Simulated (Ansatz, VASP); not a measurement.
## Al: VASP beside Ansatz

The input POSCAR:

```
Al
1.0
    2.7421439677      0.0000000000      0.0000000000
   -1.3710719838      2.3747663369      0.0000000000
    0.0000000000      0.0000000000      4.6235075000
Al
2
Direct
    0.6666666667      0.3333333333      0.7500000000
    0.3333333333      0.6666666667      0.2500000000
```

INCAR.step1

```
PREC = Accurate
ENCUT = 520
ISMEAR = 0
SIGMA = 0.15
LREAL = F
LASPH = T
NELM = 60
NBANDS = 10
GGA = PE
ALGO = Normal
EDIFF = 1E-4
LWAVE = T
LCHARG = F
```

INCAR.step2

```
PREC = Accurate
ENCUT = 520
EDIFF = 1E-6
ISMEAR = 0
SIGMA = 0.15
LREAL = F
LASPH = T
NELM = 60
ALGO = Normal
ISIF = 2
LWAVE = F
LCHARG = F
METAGGA = R2SCAN
LMIXTAU = T
NBANDS = 10
ISTART = 1
```

The input KPOINTS:

```
Automatic mesh
0
Gamma
  18 18 10
```

Input for Ansatz:

```yaml
crystal:
  lattice:
    - [2.7421439677, 0.0, 0.0]
    - [-1.3710719838, 2.3747663369, 0.0]
    - [0.0, 0.0, 4.6235075]
  atoms:
    - { symbol: Al, position: [0.6666666667, 0.3333333333, 0.75] }
    - { symbol: Al, position: [0.3333333333, 0.6666666667, 0.25] }
basis:
  ecutwfc: 500
kpoints:
  mp_grid: { grid: [18, 18, 10] }
hamiltonian:
  xc: r2scan
scf:
  occupations: { method: gaussian, width: 0.15 }
output:
  forces: true
  stress: true
  eigenvalues: true
  write_density: true
  write_potential: true
  elf: true
  volumetric_format: npy
```

Change from the starting cell: strain -0.025 along x and y, -0.050 along z, atoms carried along.

Alike in both runs: task single point; functional r2SCAN; k mesh 18 × 18 × 10; occupations gaussian, width 0.15 eV; no spin polarisation.

|  | VASP | Ansatz |
| --- | --- | --- |
| version | VASP 6.6.1 | Ansatz 0.2.0 |
| potentials or method | VASP PAW PBE potentials, release 64 (Al), cutoff 520 eV | scalar-relativistic, plane waves, PAW |
| valence electrons in the cell | 6 | 6 |

Ansatz gave:

* gap on the k mesh at the Fermi level (eV): none
* pressure (GPa): 6.3
* traceless stress, the component that is largest in VASP (GPa): -1.07

Task: What did VASP give for the same quantities?

Result: gap on the k mesh at the Fermi level (eV): none; pressure (GPa): 6.0; traceless stress, the component that is largest in VASP (GPa): -1.07.

VASP's potentials were made for PBE, not for r2SCAN. A gap of «none» marks a metal or a gap that the smearing closes. With one functional, cell and mesh, what is left measures potentials, basis and numerics.
